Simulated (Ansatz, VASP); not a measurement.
Ba in VASP and in Ansatz

The input INCAR:

```
ALGO = Fast
EDIFF = 1E-6
ENCUT = 520
GGA = CA
ISIF = 2
ISMEAR = 0
LASPH = T
LCHARG = T
LELF = T
LREAL = F
LVHAR = T
LWAVE = F
NBANDS = 11
NELM = 80
PREC = Accurate
SIGMA = 0.15
```

The input KPOINTS:

```
k-points
0
Gamma
  14 14 8
```

POSCAR

```
Ba
1.0
    1.9550000000     -3.6500000000      0.0730000000
    1.9550000000      3.6500000000     -0.0730000000
    0.0000000000     -0.1140000000      5.7000000000
Ba
1
Direct
    0.0000000000      0.0000000000      0.0000000000
```

Input for Ansatz:

```yaml
crystal:
  lattice:
    - [1.955, -3.65, 0.073]
    - [1.955, 3.65, -0.073]
    - [0.0, -0.114, 5.7]
  atoms:
    - { symbol: Ba, position: [0.0, 0.0, 0.0] }
basis:
  ecutwfc: 420
kpoints:
  mp_grid: { grid: [14, 14, 8] }
hamiltonian:
  xc: lda
scf:
  occupations: { method: gaussian, width: 0.15 }
output:
  forces: true
  stress: true
  eigenvalues: true
```

Change from the starting cell: strain -0.0400 x Voigt [0, 0, 0, 1, 0, 0], atoms carried along.

Alike in both runs: task single point; functional LDA; k mesh 14 × 14 × 8; occupations gaussian, width 0.15 eV; no spin polarisation.

|  | VASP | Ansatz |
| --- | --- | --- |
| version | VASP 6.6.1 | Ansatz 0.2.0 |
| potentials or method | VASP PAW LDA potentials, release 64 (Ba_sv), cutoff 520 eV | scalar-relativistic, plane waves, PAW |
| valence electrons in the cell | 10 | 10 |

Ansatz gave:

```
gap on the k mesh at the Fermi level (eV)                     : none
pressure (GPa)                                                : -0.3
traceless stress, the component that is largest in VASP (GPa) : -1.93
```

Which values does VASP return?

gap on the k mesh at the Fermi level (eV): none; pressure (GPa): -0.3; traceless stress, the component that is largest in VASP (GPa): -1.97.

LDA's correlation is that of Perdew and Zunger in VASP and of Perdew and Wang (1992) in Ansatz. A gap of «none» marks a metal or a gap that the smearing closes.

Spin-orbit coupling is off throughout.
